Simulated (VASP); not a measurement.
Wanted: the native input for a VASP 6.6.1 run.

```yaml
Task: single point
Functional: PBEsol
Potentials_or_basis: VASP PAW PBE potentials, release 64 (Si, Ge_d)
Cutoff: 520 eV
k_mesh: 2 × 2 × 2
Occupations: gaussian, width 0.05 eV
Spin: no spin polarisation
Dipole_correction: no
Further_INCAR_settings: LREAL = Auto; ALGO = Normal; EDIFF = 1e-06; NBANDS = 53
```

The structure of Si16Ge (a cell with a defect) lies in POSCAR:

```
Si16Ge
1.0
    0.0000000000      5.4300000000      5.4300000000
    5.4300000000      0.0000000000      5.4300000000
    5.4300000000      5.4300000000      0.0000000000
Si Ge
16 1
Direct
   -0.0004038733      0.0004217543      0.0007738285
    0.1239025073      0.1245328972      0.1248081927
    0.0040891051      0.0048634766      0.4961897414
    0.1238399209      0.1244440921      0.6281772935
    0.0040605437      0.4959032346      0.0051550367
    0.1238591883      0.6278586750      0.1247269143
    0.0040414893      0.4959448615      0.4962456499
    0.1359238685      0.6216977913      0.6218982852
    0.4953414750      0.0046616349      0.0049892403
    0.6271185187      0.1245143748      0.1247828803
    0.4951799414      0.0048476159      0.4961700198
    0.6211056691      0.1366176683      0.6214254840
    0.4951843696      0.4958685441      0.0051540578
    0.6210604722      0.6211729264      0.1368810389
    0.4995459808      0.5004146861      0.5007674942
    0.6206986006      0.6216599317      0.6219363908
    0.7495786926      0.7503014252      0.7506927116
```

The input as run:

INCAR

```
PREC = Accurate ; ENCUT = 520
EDIFF = 1E-6 ; ISMEAR = 0
SIGMA = 0.05 ; LREAL = Auto
LASPH = T ; NELM = 100
ALGO = Normal ; ISIF = 2
LWAVE = F ; LCHARG = F
GGA = PS ; NBANDS = 53
```

KPOINTS

```
Automatic mesh
0
Gamma
  2 2 2
```

Potentials or basis: VASP PAW PBE potentials, release 64 (Si, Ge_d).

Run with:

```bash
$ cat potpaw_PBE.64/Si/POTCAR potpaw_PBE.64/Ge_d/POTCAR > POTCAR
$ mpirun -np 1 vasp_std > vasp.out
```

Results of the run:

```
Pressure               : 4.7 GPa
Largest force          : 0.023 eV/Å
Band gap on the k mesh : zero (bands 39 and 40 overlap by 0.31 eV)
```

Caveat: the k points lie up to 0.50 Å⁻¹ apart; the PAW data sets were made with another functional, which shifts forces and pressure a little.

Wall time 120 s on 1 thread of Intel(R) Xeon(R) 6975P-C (Granite Rapids), on a shared host, peak memory 0.49 GiB.
